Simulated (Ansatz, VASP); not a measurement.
AlH2 in VASP and in Ansatz

File INCAR:

```
SYSTEM = AlH2
  ALGO = Normal
  EDIFF = 1E-6
  EDIFFG = -0.04
  ENCUT = 600
  GGA = PE
  IBRION = 2
  ISIF = 3
  ISMEAR = 0
  LASPH = .TRUE.
  LCHARG = .FALSE.
  LREAL = .FALSE.
  LWAVE = .FALSE.
  NELM = 100
  NSW = 90
  PREC = Accurate
  SIGMA = 0.1
```

The input KPOINTS:

```
k-points
0
G
  8 8 4
  0 0 0
```

Contents of POSCAR:

```
AlH2
1.0
    2.4342266400      0.0000000000      0.0000000000
    0.0000000000      2.4342266400      0.0000000000
    0.0000000000      0.0000000000      4.6507874900
Al H
1 2
Direct
    0.0000000000      0.0000000000      0.0000000000
    0.5000000000      0.5000000000      0.2700000100
    0.5000000000      0.5000000000      0.7299999900
```

Input for Ansatz:

```yaml
crystal:
  lattice:
    - [2.43422664, 0.0, 0.0]
    - [0.0, 2.43422664, 0.0]
    - [0.0, 0.0, 4.65078749]
  atoms:
    - { symbol: Al, position: [0.0, 0.0, 0.0] }
    - { symbol: H, position: [0.5, 0.5, 0.27000001] }
    - { symbol: H, position: [0.5, 0.5, 0.72999999] }
basis:
  ecutwfc: 420
kpoints:
  mp_grid: { grid: [8, 8, 4] }
hamiltonian:
  xc: pbe
scf:
  occupations: { method: gaussian, width: 0.1 }
  lower_state_search: "off"
output:
  forces: true
  stress: true
  eigenvalues: true
relax:
  adjacent_minimum: "off"
  f_tol: 0.04
  max_steps: 70
  cell: { stress_tol: 0.4 }
```

Change from the starting cell: species swapped into the FeSi2 type (P4/mmm, No. 123).

Alike in both runs: task relaxation of cell and atoms; functional PBE; k mesh 8 × 8 × 4; occupations gaussian, width 0.1 eV; no spin polarisation.

|  | VASP | Ansatz |
| --- | --- | --- |
| version | VASP 6.6.1 | Ansatz 0.2.0 |
| potentials or method | VASP PAW PBE potentials, release 64 (Al, H), cutoff 600 eV | scalar-relativistic, plane waves, PAW |
| valence electrons in the cell | 5 | 5 |

|  | VASP | Ansatz | Ansatz less VASP |
| --- | --- | --- | --- |
| gap on the k mesh at the Fermi level, each at its own relaxed structure (eV) | none | none | - |
| relaxed volume (Å³/atom) | 10.59 | 10.47 | -0.126 |
| relaxed cell length with the largest relative difference (Å) | 4.758 | 4.716 | -0.0416 |

A gap of «none» marks a metal or a gap that the smearing closes.

Noted on VASP's run: the volume moved by over 15 % at a fixed basis, so the end points are rough.
